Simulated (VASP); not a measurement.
# PbS in VASP: further runs

PbS is run at these levels: PBEsol; tasks: single point.

All numbers are computed with VASP 6.6.1; they aren't measurements. Logs are shortened: lines on timing, memory, paths and dates and some standing lists are left out, and cuts for length are marked.

### 1 The cell of the first run

It takes space group Pm-3m (No. 221, cubic). The conventional cell has a = 3.471 Å, b = 3.471 Å, c = 3.471 Å, α = 90.00°, β = 90.00°, γ = 90.00°. Within 4.0 Å of Pb (site symmetry m-3m) lie 8 S at 3.01 Å and 6 Pb at 3.47 Å. S (site symmetry m-3m) has 8 Pb at 3.01 Å and 6 S at 3.47 Å within 4.0 Å.

### 2 Single point, PBEsol (strain -0.050 along x and y, -0.050 along z)

INCAR reads:

```
PREC = Accurate
ENCUT = 520
EDIFF = 1E-7
ISMEAR = 0
SIGMA = 0.15
LREAL = False
LASPH = True
NELM = 100
ALGO = Normal
ISIF = 2
LWAVE = False
LCHARG = False
GGA = PS
NBANDS = 17
```

KPOINTS reads:

```
Automatic mesh
0
Gamma
  14 14 14
```

POSCAR reads:

```
PbS
1.0
    3.4709760500      0.0000000000      0.0000000000
    0.0000000000      3.4709760500      0.0000000000
    0.0000000000      0.0000000000      3.4709760500
Pb S
1 1
Direct
    0.0000000000      0.0000000000      0.0000000000
    0.5000000000      0.5000000000      0.5000000000
```

Potentials or basis: VASP PAW PBE potentials, release 64 (Pb_d, S).

Launch:

```bash
> cat potpaw_PBE.64/Pb_d/POTCAR potpaw_PBE.64/S/POTCAR > POTCAR
> mpirun -np 1 vasp_std > vasp.out
```

OUTCAR:

```text
PREC = Accurate
   ENCUT = 520
   EDIFF = 1E-7
   ISMEAR = 0
   LREAL = False
   LASPH = True
   NELM = 100
   ISIF = 2
   GGA = PS

 ion  position               nearest neighbor table
   1  0.000  0.000  0.000-   2 3.01   2 3.01   2 3.01   2 3.01   2 3.01   2 3.01   2 3.01   2 3.01

   2  0.500  0.500  0.500-   1 3.01   1 3.01   1 3.01   1 3.01   1 3.01   1 3.01   1 3.01   1 3.01

  LATTYP: Found a simple cubic cell.
 ALAT       =     3.4709760500

  Lattice vectors:

 A1 = (   3.4709760500,   0.0000000000,   0.0000000000)
 A2 = (   0.0000000000,   3.4709760500,   0.0000000000)
 A3 = (   0.0000000000,   0.0000000000,   3.4709760500)

Analysis of symmetry for initial positions (statically):
=====================================================================
 Subroutine PRICEL returns:
 Original cell was already a primitive cell.

 Routine SETGRP: Setting up the symmetry group for a
 simple cubic supercell.

 Subroutine GETGRP returns: Found 48 space group operations
 (whereof 48 operations were pure point group operations)
 out of a pool of 48 trial point group operations.

The static configuration has the point symmetry O_h .

Analysis of symmetry for dynamics (positions and initial velocities):
=====================================================================
 Subroutine PRICEL returns:
 Original cell was already a primitive cell.

 Routine SETGRP: Setting up the symmetry group for a
 simple cubic supercell.

 Subroutine GETGRP returns: Found 48 space group operations
 (whereof 48 operations were pure point group operations)
 out of a pool of 48 trial point group operations.

The dynamic configuration has the point symmetry O_h .

 Subroutine INISYM returns: Found 48 space group operations
 (whereof 48 operations are pure point group operations),
 and found     1 'primitive' translations

----------------------------------------------------------------------------------------

                                     Primitive cell

  volume of cell :      41.8172

  direct lattice vectors                    reciprocal lattice vectors
     3.470976050  0.000000000  0.000000000     0.288103400  0.000000000  0.000000000
     0.000000000  3.470976050  0.000000000     0.000000000  0.288103400  0.000000000
     0.000000000  0.000000000  3.470976050     0.000000000  0.000000000  0.288103400

  length of vectors
     3.470976050  3.470976050  3.470976050     0.288103400  0.288103400  0.288103400

[... 79 lines left out ...]
   NELM   =    100;   NELMIN=  2; NELMDL= -5     # of ELM steps
   EDIFF  = 0.1E-06   stopping-criterion for ELM
   LREAL  =      F    real-space projection
   EDIFFG = 0.1E-05   stopping-criterion for IOM
   NSW    =      0    number of steps for IOM
   IBRION =     -1    ionic relax: 0-MD 1-quasi-New 2-CG
   NFREE  =      0    steps in history (QN), initial steepest desc. (CG)
   ISIF   =      2    stress and relaxation
   ISYM   =      2    0-nonsym 1-usesym 2-fastsym
   POTIM  = 0.5000    time-step for ionic-motion
   TEBEG  =    0.0;   TEEND  =   0.0 temperature during run
   PSTRESS=    0.0 pullay stress
   NELECT =      20.0000    total number of electrons
   NUPDOWN=      -1.0000    fix difference up-down
   EMIN   =  10.00;   EMAX   =-10.00  energy-range for DOS
   EFERMI =   0.00;   METHOD = LEGACY
   ISMEAR =     0;   SIGMA  =   0.15  broadening in eV -4-tet -1-fermi 0-gaus
   EFERMI_NEDOS =   21; number of points for ismear=-14 and -15
   IALGO  =     38    algorithm
   IMIX   =      4    mixing-type and parameters
     AMIX     =   0.40;   BMIX     =  1.00
     AMIX_MAG =   1.60;   BMIX_MAG =  1.00
  volume/ion in A,a.u.               =      20.91       141.10
  Fermi-wavevector in a.u.,A,eV,Ry     =   1.280265  2.419350 22.301017  1.639079
  Thomas-Fermi vector in A             =   2.412703
   LORBIT       =      0    0 simple, 1 ext, 2 COOP (PROOUT), +10 PAW based schemes
   GGA     = PS    functional components
   LHFCALC =     F    Hartree Fock is set to
   AEXX    =    0.0000 exact exchange contribution
   IVDW    =     0    specifies the selected vdW correction
   LEPSILON=     F    determine dielectric tensor
   LRPA    =     F    only Hartree local field effects (RPA)
 non-spin polarized calculation
 Gauss-broadening in eV      SIGMA  =   0.15
  energy-cutoff  :      520.00
  volume of cell :       41.82
 maximum number of plane-waves:      1145
 NGX is ok and might be reduce to    28
   NGX = 13   NGY = 13   NGZ = 13

 number of electron      19.9999999 magnetization

 Free energy of the ion-electron system (eV)
  ---------------------------------------------------
  ext. energy  EPLUGINS =         0.00000000
  ---------------------------------------------------
  free energy    TOTEN  =        -8.94167385 eV

  energy without entropy =       -8.93270253  energy(sigma->0) =       -8.93718819

 E-fermi :   7.8899     XC(G=0): -11.1103

 val. band max:        7.8709784097   @ k =   0.4286   0.3571   0.3571
 cond. band min:       7.9010445795   @ k =   0.2857   0.1429   0.0714
 fundamental gap:      0.0300661698
 Fermi energy:         7.8899310937

 k-point     1 :       0.0000    0.0000    0.0000
  band No.  band energies     occupation
      1      -8.9794      2.00000
      2      -8.9794      2.00000
      3      -8.6427      2.00000
      4      -8.6427      2.00000
      5      -8.6427      2.00000
      6      -6.4773      2.00000
[... 457 lines left out ...]
      4      -8.7204      2.00000
      5      -8.6715      2.00000
      6      -4.7972      2.00000
[... 9 lines left out ...]
     16      19.4072      0.00000
     17      19.6929      0.00000

 [... further k-points ...]

------------------------ aborting loop because EDIFF is reached ----------------------------------------

  FORCE on cell =-STRESS in cart. coord.  units (eV):
  Direction    XX          YY          ZZ          XY          YZ          ZX
  --------------------------------------------------------------------------------------
  -------------------------------------------------------------------------------------
  Total        1.8482727      1.8482727      1.8482727      0.0000000      0.0000000      0.0000000
  in kB       70.8144334     70.8144334     70.8144334      0.0000000      0.0000000      0.0000000
  external PRESSURE =      70.8144334 kB  Pullay stress =       0.0000000 kB

 VOLUME and BASIS-vectors are now :
 -----------------------------------------------------------------------------
  energy-cutoff  :      520.00
  volume of cell :       41.82
      direct lattice vectors                 reciprocal lattice vectors
     3.470976050  0.000000000  0.000000000     0.288103400  0.000000000  0.000000000
     0.000000000  3.470976050  0.000000000     0.000000000  0.288103400  0.000000000
     0.000000000  0.000000000  3.470976050     0.000000000  0.000000000  0.288103400

 POSITION                                       TOTAL-FORCE (eV/Angst)
 -----------------------------------------------------------------------------------
      0.00000      0.00000      0.00000         0.000000      0.000000      0.000000
      1.73549      1.73549      1.73549         0.000000      0.000000      0.000000
 -----------------------------------------------------------------------------------
    total drift:                               -0.000000      0.000000      0.000000

  FREE ENERGIE OF THE ION-ELECTRON SYSTEM (eV)
  ---------------------------------------------------
  free  energy   TOTEN  =        -8.9416738528 eV

  energy  without entropy=       -8.9327025263  energy(sigma->0) =       -8.93718819
```

stdout:

```text
POSCAR found type information on POSCAR PbS
 POSCAR found :  2 types and       2 ions
 scaLAPACK will be used
 -----------------------------------------------------------------------------
|                                                                             |
|                                                                             |
|     You enforced a specific xc type in the INCAR file but a different       |
|     I HOPE YOU KNOW WHAT YOU ARE DOING!                                     |
|                                                                             |
 -----------------------------------------------------------------------------

 LDA part: xc-table for (Slater+PW92), standard interpolation
 POSCAR, INCAR and KPOINTS ok, starting setup
 FFT: planning ... GRIDC
 FFT: planning ... GRID_SOFT
 FFT: planning ... GRID
 WAVECAR not read
 entering main loop
```

Run time: 27 s. Hardware: 1 thread of Intel Xeon 6975P-C (Granite Rapids), shared host; peak memory 0.21 GiB.

What came out:

```
Free energy            : -8.9417 eV
Pressure               : 7.1 GPa
Band gap on the k mesh : zero (band 10 reaches 8.19 eV, above the bottom of band 11 at 6.87 eV)
```

Levels at points of the mesh, in eV from the Fermi level:
```tsv
k point	band 8	band 9	band 10	band 11	band 12	band 13
(0.00, 0.00, 0.00)	-2.07	-2.07	-2.07	5.17	5.17	7.70
(0.50, 0.00, 0.00)	-0.65	-0.65	0.30	0.44	4.12	4.12
(0.50, 0.50, 0.00)	-5.50	-5.50	-0.47	4.73	4.73	6.89
(0.50, 0.50, 0.50)	-2.98	-2.98	-2.98	-1.02	-1.02	-1.02
```

Caveat: the cell differs from its parent crystal (strain -0.050 along x and y, -0.050 along z); the PAW data sets were made with another functional, which shifts forces and pressure a little; spin-orbit coupling is left out, which moves the levels of the heavy elements.

### 3 Single point, PBEsol (strain -0.050 along x and y, +0.000 along z)

INCAR reads:

```
  PREC = Accurate
  ENCUT = 520
  EDIFF = 1E-6
  ISMEAR = 0
  SIGMA = 0.15
  LREAL = F
  LASPH = T
  NELM = 80
  ALGO = Normal
  ISIF = 2
  LWAVE = F
  LCHARG = F
  GGA = PS
  NBANDS = 17
```

KPOINTS is that of step 2.

Edit POSCAR of step 2 so:

```diff
@@ -4,3 +4,3 @@
     0.0000000000      3.4709760500      0.0000000000
-    0.0000000000      0.0000000000      3.4709760500
+    0.0000000000      0.0000000000      3.6536590000
 Pb S
```

Potentials or basis: VASP PAW PBE potentials, release 64 (Pb_d, S).

Launch:

```bash
> cat potpaw_PBE.64/Pb_d/POTCAR potpaw_PBE.64/S/POTCAR > POTCAR
> mpirun -np 1 vasp_std > vasp.out
```

Run time: 61 s. Hardware: 1 thread of Intel Xeon 6975P-C (Granite Rapids), shared host; peak memory 0.32 GiB.

Results (log left out):

```yaml
Free_energy: -8.9854 eV
Pressure: 2.8 GPa
Band_gap_on_the_k_mesh: zero (band 10 reaches 7.54 eV, above the bottom of band 11 at 6.23 eV)
```

Stress tensor (GPa, compression positive):
```
 4.45  0.00  0.00
 0.00  4.45  0.00
 0.00  0.00 -0.55
```

Levels at points of the mesh, in eV from the Fermi level:
```csv
k point,band 8,band 9,band 10,band 11,band 12,band 13
"(0.00, 0.00, 0.00)",-2.36,-1.61,-1.61,5.08,5.54,7.02
"(0.50, 0.00, 0.00)",-0.86,-0.33,0.04,0.16,3.49,4.60
"(0.50, 0.50, 0.00)",-5.01,-5.01,-0.63,4.11,4.11,6.11
"(0.00, 0.00, 0.50)",-0.44,-0.44,0.35,0.79,4.24,4.24
"(0.50, 0.00, 0.50)",-5.18,-5.13,-0.20,4.51,5.03,6.84
"(0.50, 0.50, 0.50)",-2.80,-2.80,-2.63,-0.95,-0.95,-0.52
```

Caveat: the cell differs from its parent crystal (strain -0.050 along x and y, +0.000 along z); the PAW data sets were made with another functional, which shifts forces and pressure a little; spin-orbit coupling is left out, which moves the levels of the heavy elements.

(Part 1 of 2 ends here.)
